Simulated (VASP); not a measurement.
Write the native input for VASP 6.6.1 that does the following.

| Property | Result |
| --- | --- |
| Task | single point |
| Functional | r2SCAN |
| Dispersion | D4 |
| Potentials or basis | VASP PAW PBE potentials, release 64 (Sn_d, Se) |
| Cutoff | 520 eV |
| k mesh | 6 × 6 × 6 |
| Occupations | gaussian, width 0.01 eV |
| Spin | no spin polarisation |
| Dipole correction | no |
| Further INCAR settings | ALGO = Normal; EDIFF = 1e-06; NBANDS = 17 |

SnSe:

```xyz
2
Lattice="0.0000 2.9886 2.9886 2.9886 0.0000 2.9886 2.9886 2.9886 0.0000" Properties=species:S:1:pos:R:3 pbc="T T T"
Sn    0.0000    0.0000    0.0000
Se    2.9886    2.9886    2.9886
```

These files were run (other wordings do the same):

POSCAR

```
SnSe
1.0
    0.0000000000      2.9885622840      2.9885622840
    2.9885622840      0.0000000000      2.9885622840
    2.9885622840      2.9885622840      0.0000000000
Sn Se
1 1
Direct
    0.0000000000      0.0000000000      0.0000000000
    0.5000000000      0.5000000000      0.5000000000
```

INCAR.step1

```
ALGO = Normal
EDIFF = 1E-4
ENCUT = 520
GGA = PE
ISMEAR = 0
LASPH = True
LCHARG = False
LREAL = False
LWAVE = True
NBANDS = 17
NELM = 100
PREC = Accurate
SIGMA = 0.01
```

INCAR.step2

```
ALGO = Normal
EDIFF = 1E-6
ENCUT = 520
ISIF = 2
ISMEAR = 0
ISTART = 1
IVDW = 13
LASPH = True
LCHARG = False
LMIXTAU = True
LREAL = False
LWAVE = False
METAGGA = R2SCAN
NBANDS = 17
NELM = 100
PREC = Accurate
SIGMA = 0.01
VDW_A1 = 0.51559235
VDW_A2 = 5.77342911
VDW_S6 = 1.0
VDW_S8 = 0.6018749
```

KPOINTS

```
k-points
0
Gamma
  6 6 6
```

Potentials or basis: VASP PAW PBE potentials, release 64 (Sn_d, Se).

Command:

```console
$ cat potpaw_PBE.64/Sn_d/POTCAR potpaw_PBE.64/Se/POTCAR > POTCAR
$ cp INCAR.step1 INCAR
$ mpirun -np 1 vasp_std > vasp.out
$ cp INCAR.step2 INCAR
$ mpirun -np 1 vasp_std > vasp.out
```

It gave:

- Pressure: 0.0 GPa
- Band gap on the k mesh: 0.55 eV, direct
- Dispersion energy per atom: -0.136 eV

Caveat: the PAW data sets were made with another functional, which shifts forces and pressure a little; spin-orbit coupling is left out, which moves the levels of the heavy elements.

It took 77 s on 1 thread of AMD EPYC 7R43 64-Core Processor (Zen 3), on a shared host, peak memory 0.15 GiB.
